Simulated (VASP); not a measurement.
# C (P4mm) in VASP: further runs, part 2 of 2

VASP 6.6.1. Earlier steps stand in the parts before.

## Step 3: Single point, PBE, collinear spin, ferromagnetic start

INCAR

```
  PREC = Accurate
  ENCUT = 520
  EDIFF = 1E-6
  ISMEAR = 0
  SIGMA = 0.1
  LREAL = F
  LASPH = T
  NELM = 150
  ALGO = Normal
  ISIF = 2
  LWAVE = F
  LCHARG = F
  ISPIN = 2
  MAGMOM = 1 1 1
  LORBIT = 11
  GGA = PE
  NBANDS = 17
```

KPOINTS

```
Automatic mesh
0
Gamma
  8 8 4
```

POSCAR

```
C
1.0
    1.9571503400      0.0000000000      0.0000000000
    0.0000000000      1.9571503400      0.0000000000
    0.0000000000      0.0000000000      4.1998251500
C
3
Direct
    0.0000000000      0.0000000000      0.5249272200
    0.0000000000      0.0000000000      0.8998826900
    0.5000000000      0.5000000000      0.3692162500
```

Potentials or basis: VASP PAW PBE potentials, release 64 (C).

The run is started by

```bash
> cat potpaw_PBE.64/C/POTCAR > POTCAR
> mpirun -np 1 vasp_std > vasp.out
```

OUTCAR:

```text
PREC = Accurate
   ENCUT = 520
   EDIFF = 1E-6
   ISMEAR = 0
   LREAL = F
   LASPH = T
   NELM = 150
   ISIF = 2
   ISPIN = 2
   LORBIT = 11
   GGA = PE

 ion  position               nearest neighbor table
   1  0.000  0.000  0.525-   3 1.53   3 1.53   3 1.53   3 1.53   2 1.57
   2  0.000  0.000  0.900-   1 1.57
   3  0.500  0.500  0.369-   1 1.53   1 1.53   1 1.53   1 1.53

  LATTYP: Found a simple tetragonal cell.
 ALAT       =     1.9571503400
 C/A-ratio  =     2.1458878575

  Lattice vectors:

 A1 = (   1.9571503400,   0.0000000000,   0.0000000000)
 A2 = (   0.0000000000,   1.9571503400,   0.0000000000)
 A3 = (   0.0000000000,   0.0000000000,   4.1998251500)

Analysis of symmetry for initial positions (statically):
=====================================================================
 Subroutine PRICEL returns:
 Original cell was already a primitive cell.

 Routine SETGRP: Setting up the symmetry group for a
 simple tetragonal supercell.

 Subroutine GETGRP returns: Found  8 space group operations
 (whereof  8 operations were pure point group operations)
 out of a pool of 16 trial point group operations.

The static configuration has the point symmetry C_4v.

Analysis of symmetry for dynamics (positions and initial velocities):
=====================================================================
 Subroutine PRICEL returns:
 Original cell was already a primitive cell.

 Routine SETGRP: Setting up the symmetry group for a
 simple tetragonal supercell.

 Subroutine GETGRP returns: Found  8 space group operations
 (whereof  8 operations were pure point group operations)
 out of a pool of 16 trial point group operations.

The dynamic configuration has the point symmetry C_4v.

Analysis of structural, dynamic, and magnetic symmetry:
=====================================================================
 Subroutine PRICEL returns:
 Original cell was already a primitive cell.

[... 157 lines left out ...]

  energy without entropy =      -15.85184814  energy(sigma->0) =      -15.85364450

 E-fermi :  11.0847     XC(G=0): -13.8303

 val. band max:       11.0207445300   @ k =   0.5000   0.2500   0.2500
 cond. band min:      11.1512330278   @ k =   0.2500   0.0000   0.5000
 fundamental gap:      0.1304884979
 Fermi energy:        11.0846867683

 spin component 1

 k-point     1 :       0.0000    0.0000    0.0000
  band No.  band energies     occupation
      1     -13.9610      1.00000
      2      -5.2614      1.00000
      3      -1.9390      1.00000
      4      10.1858      1.00000
      5      10.1858      1.00000
      6      12.2393      0.00000
[... 459 lines left out ...]
      6       9.1513      1.00000
[... 9 lines left out ...]
     16      40.1751      0.00000
     17      41.4373      0.00000

 [... further k-points ...]

 spin component 2

 k-point     1 :       0.0000    0.0000    0.0000
  band No.  band energies     occupation
      1     -13.9608      1.00000
      2      -5.2613      1.00000
      3      -1.9385      1.00000
      4      10.1861      1.00000
      5      10.1861      1.00000
      6      12.2399      0.00000
[... 459 lines left out ...]
      6       9.1520      1.00000
[... 9 lines left out ...]
     16      40.1755      0.00000
     17      41.4375      0.00000

 [... further k-points ...]

------------------------ aborting loop because EDIFF is reached ----------------------------------------

  FORCE on cell =-STRESS in cart. coord.  units (eV):
  Direction    XX          YY          ZZ          XY          YZ          ZX
  --------------------------------------------------------------------------------------
  -------------------------------------------------------------------------------------
  Total       11.9910373     11.9910373      5.1318298      0.0000000     -0.0000000      0.0000000
  in kB     1194.2293797   1194.2293797    511.0968924      0.0000000     -0.0000000      0.0000000
  external PRESSURE =     966.5185506 kB  Pullay stress =       0.0000000 kB

 VOLUME and BASIS-vectors are now :
 -----------------------------------------------------------------------------
  energy-cutoff  :      520.00
  volume of cell :       16.09
      direct lattice vectors                 reciprocal lattice vectors
     1.957150340  0.000000000  0.000000000     0.510946952  0.000000000  0.000000000
     0.000000000  1.957150340  0.000000000     0.000000000  0.510946952  0.000000000
     0.000000000  0.000000000  4.199825150     0.000000000  0.000000000  0.238105151

 POSITION                                       TOTAL-FORCE (eV/Angst)
 -----------------------------------------------------------------------------------
      0.00000      0.00000      2.20460        -0.000000      0.000000      1.497336
      0.00000      0.00000      3.77935         0.000000      0.000000     -2.617390
      0.97858      0.97858      1.55064        -0.000000     -0.000000      1.120054
 -----------------------------------------------------------------------------------
    total drift:                                0.000000      0.000000      0.000061

  FREE ENERGIE OF THE ION-ELECTRON SYSTEM (eV)
  ---------------------------------------------------
  free  energy   TOTEN  =       -15.8554408682 eV

  energy  without entropy=      -15.8518481351  energy(sigma->0) =      -15.85364450

 total charge

# of ion       s       p       d       tot
------------------------------------------
    1        0.923   1.727   0.000   2.650
    2        0.897   1.321   0.000   2.217
    3        0.928   1.632   0.000   2.560
--------------------------------------------------
tot          2.748   4.680   0.000   7.428

 magnetization (x)

# of ion       s       p       d       tot
------------------------------------------
    1        0.000   0.000   0.000   0.000
    2        0.000   0.000   0.000   0.000
    3        0.000   0.000   0.000   0.000
--------------------------------------------------
tot          0.000   0.000   0.000   0.000
```

stdout:

```text
POSCAR found type information on POSCAR C
 POSCAR found :  1 types and       3 ions
 scaLAPACK will be used
 LDA part: xc-table for (Slater+PW92), standard interpolation
 POSCAR, INCAR and KPOINTS ok, starting setup
 FFT: planning ... GRIDC
 FFT: planning ... GRID_SOFT
 FFT: planning ... GRID
 WAVECAR not read
 entering main loop
```

Run time: 11 s. Hardware: 1 thread of Intel Xeon Platinum 8375C at 2.90GHz (Ice Lake), shared host; peak memory 0.13 GiB.

Results:

| Item | Value |
| --- | --- |
| Free energy | -15.8554 eV |
| Pressure | 96.7 GPa |
| Largest force | 2.617 eV/Å |
| Band gap on the k mesh | zero (filled and empty bands overlap) |
| Net moment | 0.00 μB per cell |
| Valence electrons inside the program's atomic spheres | C 2.65, 2.22, 2.56 |

Forces in eV/Å, atoms in the order of the input:
```
C    0.000  0.000  1.497
C    0.000  0.000 -2.617
C    0.000  0.000  1.120
```

Stress tensor (GPa, compression positive):
```
119.42   0.00   0.00
  0.00 119.42   0.00
  0.00   0.00  51.11
```

Levels at points of the mesh, in eV from the Fermi level:
Spin up:
| k point | band 3 | band 4 | band 5 | band 6 | band 7 | band 8 | band 9 | band 10 |
| --- | --- | --- | --- | --- | --- | --- | --- | --- |
| (0.00, 0.00, 0.00) | -13.02 | -0.90 | -0.90 | 1.15 | 6.64 | 7.96 | 7.96 | 15.07 |
| (0.50, 0.00, 0.00) | -10.79 | -7.16 | -5.16 | -3.98 | 6.08 | 6.95 | 9.83 | 10.56 |
| (0.50, 0.50, 0.00) | -7.87 | -5.52 | -3.59 | -2.95 | -2.95 | 1.16 | 2.00 | 5.41 |
| (0.00, 0.00, 0.50) | -7.38 | -5.88 | -0.84 | -0.84 | 7.55 | 7.55 | 10.91 | 15.21 |
| (0.50, 0.00, 0.50) | -11.80 | -8.85 | -2.84 | -0.93 | 5.46 | 6.16 | 6.96 | 10.12 |
| (0.50, 0.50, 0.50) | -7.74 | -5.45 | -4.17 | -3.79 | -3.79 | 1.53 | 2.17 | 7.79 |
Spin down:
```
           k point  band 4  band 5  band 6  band 7  band 8  band 9
(0.00, 0.00, 0.00)   -0.90   -0.90    1.16    6.64    7.96    7.96
(0.50, 0.00, 0.00)   -7.16   -5.16   -3.98    6.08    6.95    9.83
(0.50, 0.50, 0.00)   -5.52   -3.59   -2.95   -2.95    1.16    2.00
(0.00, 0.00, 0.50)   -5.88   -0.84   -0.84    7.55    7.55   10.91
(0.50, 0.00, 0.50)   -8.85   -2.84   -0.93    5.46    6.16    6.96
(0.50, 0.50, 0.50)   -5.45   -4.17   -3.79   -3.79    1.53    2.17
```

Caveat: the k points lie up to 0.40 Å⁻¹ apart; forces of over 1 eV/Å act on the atoms, so gaps and moduli don't describe the material at rest.

## Step 4: Single point, PBE, collinear spin, ferromagnetic start

This run uses another cell than the first one, of 8.77 Å³/atom, 1.635 times its volume.

INCAR

```
ALGO = Normal
EDIFF = 1E-6
ENCUT = 520
GGA = PE
ISIF = 2
ISMEAR = 0
ISPIN = 2
LASPH = True
LCHARG = False
LORBIT = 11
LREAL = False
LWAVE = False
MAGMOM = 1 1 1
NBANDS = 17
NELM = 150
PREC = Accurate
SIGMA = 0.1
```

KPOINTS

```
k-points
0
Gamma
  8 8 4
```

POSCAR

```
C
1.0
    2.3450473335      0.0000000000      0.0000000000
    0.0000000000      2.3450473335      0.0000000000
    0.0000000000      0.0000000000      4.7839537311
C
3
Direct
    0.0000000000      0.0000000000      0.5109174255
    0.0000000000      0.0000000000      0.8174645916
    0.5000000000      0.5000000000      0.4656441429
```

Potentials or basis: VASP PAW PBE potentials, release 64 (C).

The run is started by

```bash
> cat potpaw_PBE.64/C/POTCAR > POTCAR
> mpirun -np 1 vasp_std > vasp.out
```

OUTCAR:

```text
EDIFF = 1E-6
   ENCUT = 520
   GGA = PE
   ISIF = 2
   ISMEAR = 0
   ISPIN = 2
   LASPH = True
   LORBIT = 11
   LREAL = False
   NELM = 150
   PREC = Accurate

 ion  position               nearest neighbor table
   1  0.000  0.000  0.511-   2 1.47   3 1.67   3 1.67   3 1.67   3 1.67
   2  0.000  0.000  0.817-   1 1.47
   3  0.500  0.500  0.466-   1 1.67   1 1.67   1 1.67   1 1.67

  LATTYP: Found a simple tetragonal cell.
 ALAT       =     2.3450473335
 C/A-ratio  =     2.0400243794

  Lattice vectors:

 A1 = (   2.3450473335,   0.0000000000,   0.0000000000)
 A2 = (   0.0000000000,   2.3450473335,   0.0000000000)
 A3 = (   0.0000000000,   0.0000000000,   4.7839537311)

Analysis of symmetry for initial positions (statically):
=====================================================================
 Subroutine PRICEL returns:
 Original cell was already a primitive cell.

 Routine SETGRP: Setting up the symmetry group for a
 simple tetragonal supercell.

 Subroutine GETGRP returns: Found  8 space group operations
 (whereof  8 operations were pure point group operations)
 out of a pool of 16 trial point group operations.

The static configuration has the point symmetry C_4v.

Analysis of symmetry for dynamics (positions and initial velocities):
=====================================================================
 Subroutine PRICEL returns:
 Original cell was already a primitive cell.

 Routine SETGRP: Setting up the symmetry group for a
 simple tetragonal supercell.

 Subroutine GETGRP returns: Found  8 space group operations
 (whereof  8 operations were pure point group operations)
 out of a pool of 16 trial point group operations.

The dynamic configuration has the point symmetry C_4v.

Analysis of structural, dynamic, and magnetic symmetry:
=====================================================================
 Subroutine PRICEL returns:
[... 158 lines left out ...]
  free energy    TOTEN  =       -18.52505816 eV

  energy without entropy =      -18.52011749  energy(sigma->0) =      -18.52258783

 E-fermi :   4.2505     XC(G=0): -10.8392

 val. band max:        4.2344836869   @ k =   0.3750   0.3750   0.0000
 cond. band min:       4.2762718299   @ k =   0.2500   0.1250   0.0000
 fundamental gap:      0.0417881430
 Fermi energy:         4.2505117654

 spin component 1

 k-point     1 :       0.0000    0.0000    0.0000
  band No.  band energies     occupation
      1     -16.0575      1.00000
      2      -7.8590      1.00000
      3      -1.9117      1.00000
      4       0.9078      1.00000
      5       0.9078      1.00000
      6       5.8247      0.00000
[... 459 lines left out ...]
      6       4.5552      0.00001
[... 9 lines left out ...]
     16      26.4654      0.00000
     17      26.4965      0.00000

 [... further k-points ...]

 spin component 2

 k-point     1 :       0.0000    0.0000    0.0000
  band No.  band energies     occupation
      1     -16.0575      1.00000
      2      -7.8591      1.00000
      3      -1.9117      1.00000
      4       0.9078      1.00000
      5       0.9078      1.00000
      6       5.8247      0.00000
[... 459 lines left out ...]
      6       4.5551      0.00001
[... 9 lines left out ...]
     16      26.4654      0.00000
     17      26.4965      0.00000

 [... further k-points ...]

------------------------ aborting loop because EDIFF is reached ----------------------------------------

  FORCE on cell =-STRESS in cart. coord.  units (eV):
  Direction    XX          YY          ZZ          XY          YZ          ZX
  --------------------------------------------------------------------------------------
  -------------------------------------------------------------------------------------
  Total        0.0178921      0.0178921      0.1312646      0.0000000      0.0000000     -0.0000000
  in kB        1.0896381      1.0896381      7.9940721      0.0000000      0.0000000     -0.0000000
  external PRESSURE =       3.3911161 kB  Pullay stress =       0.0000000 kB

 VOLUME and BASIS-vectors are now :
 -----------------------------------------------------------------------------
  energy-cutoff  :      520.00
  volume of cell :       26.31
      direct lattice vectors                 reciprocal lattice vectors
     2.345047334  0.000000000  0.000000000     0.426430625  0.000000000  0.000000000
     0.000000000  2.345047334  0.000000000     0.000000000  0.426430625  0.000000000
     0.000000000  0.000000000  4.783953731     0.000000000  0.000000000  0.209032122

 POSITION                                       TOTAL-FORCE (eV/Angst)
 -----------------------------------------------------------------------------------
      0.00000      0.00000      2.44421         0.000000      0.000000     -0.063135
      0.00000      0.00000      3.91071        -0.000000      0.000000      0.074508
      1.17252      1.17252      2.22762        -0.000000     -0.000000     -0.011373
 -----------------------------------------------------------------------------------
    total drift:                                0.000000      0.000000      0.000103

  FREE ENERGIE OF THE ION-ELECTRON SYSTEM (eV)
  ---------------------------------------------------
  free  energy   TOTEN  =       -18.5250581602 eV

  energy  without entropy=      -18.5201174916  energy(sigma->0) =      -18.52258783

 total charge

# of ion       s       p       d       tot
------------------------------------------
    1        0.866   1.599   0.000   2.465
    2        0.988   1.197   0.000   2.185
    3        0.926   1.366   0.000   2.292
--------------------------------------------------
tot          2.779   4.163   0.000   6.942

 magnetization (x)

# of ion       s       p       d       tot
------------------------------------------
    1       -0.000  -0.000   0.000  -0.000
    2       -0.000  -0.000   0.000  -0.000
    3        0.000   0.000   0.000   0.000
--------------------------------------------------
tot         -0.000  -0.000   0.000  -0.000
```

OSZICAR:

```text
N       E                     dE             d eps       ncg     rms          rms(c)
DAV:   1     0.203850111968E+02    0.20385E+02   -0.55002E+03  3060   0.616E+02
DAV:   2    -0.169825267795E+02   -0.37368E+02   -0.34815E+02  4178   0.137E+02
DAV:   3    -0.181804122166E+02   -0.11979E+01   -0.11862E+01  3469   0.198E+01
DAV:   4    -0.181858644580E+02   -0.54522E-02   -0.54516E-02  4130   0.168E+00
DAV:   5    -0.181858896854E+02   -0.25227E-04   -0.25226E-04  3462   0.109E-01    0.774E+00
DAV:   6    -0.185397297209E+02   -0.35384E+00   -0.12010E+00  3658   0.559E+00    0.314E+00
DAV:   7    -0.185407313620E+02   -0.10016E-02   -0.63269E-01  3651   0.327E+00    0.194E+00
DAV:   8    -0.185245533812E+02    0.16178E-01   -0.15190E-01  3648   0.158E+00    0.923E-01
DAV:   9    -0.185242650086E+02    0.28837E-03   -0.18625E-02  3523   0.774E-01    0.293E-01
DAV:  10    -0.185248545306E+02   -0.58952E-03   -0.17029E-03  3372   0.222E-01    0.898E-02
DAV:  11    -0.185250176457E+02   -0.16312E-03   -0.23239E-04  3360   0.105E-01    0.328E-02
DAV:  12    -0.185250468033E+02   -0.29158E-04   -0.42120E-05  3624   0.373E-02    0.174E-02
DAV:  13    -0.185250553004E+02   -0.84972E-05   -0.62071E-06  3386   0.149E-02    0.768E-03
DAV:  14    -0.185250575835E+02   -0.22830E-05   -0.17583E-06  3303   0.810E-03    0.344E-03
DAV:  15    -0.185250581602E+02   -0.57671E-06   -0.53647E-07  2629   0.457E-03
   1 F= -.18525058E+02 E0= -.18522588E+02  d E =-.494067E-02  mag=    -0.0000
```

It took 23 s on 1 thread of Intel Xeon Platinum 8375C at 2.90GHz (Ice Lake), shared host; peak memory 0.15 GiB.

What came out:

* Free energy: -18.5251 eV
* Pressure: 0.3 GPa
* Largest force: 0.075 eV/Å
* Band gap on the k mesh: zero (filled and empty bands overlap)
* Net moment: 0.00 μB per cell
* Valence electrons inside the program's atomic spheres: C 2.46, 2.19, 2.29

Forces in eV/Å, atoms in the order of the input:
```
C    0.000  0.000 -0.063
C    0.000  0.000  0.075
C    0.000  0.000 -0.011
```

Stress tensor (GPa, compression positive):
```
0.11 0.00 0.00
0.00 0.11 0.00
0.00 0.00 0.80
```

Caveat: this functional lacks dispersion, which binds the layers, so the pressure and a relaxed spacing across them are unreliable.

## Step 5: Summary

```csv
spin,cell,gap on the mesh (eV),pressure (GPa),moment (μB),largest force (eV/Å)
off,"a = 1.957, b = 1.957, c = 4.200 Å, 3 atoms",none,96.6,-,2.62
"collinear, ferromagnetic start","a = 1.957, b = 1.957, c = 4.200 Å, 3 atoms",none,96.7,0.00,2.62
"collinear, ferromagnetic start","a = 2.345, b = 2.345, c = 4.784 Å, 3 atoms",none,0.3,0.00,0.07
```

Alike in all rows: task single point; level PBE; potentials or basis VASP PAW PBE potentials, release 64 (C); k mesh 8 × 8 × 4; cutoff (eV) 520; smearing gaussian 0.1 eV.

Caveats: some runs use coarse meshes; forces of over 1 eV/Å act on the atoms, so gaps and moduli don't describe the material at rest (some runs); this functional lacks dispersion, which binds the layers, so the pressure and a relaxed spacing across them are unreliable (some runs).

Total energies depend on the potentials used, so only differences within one code and one set of settings carry meaning.
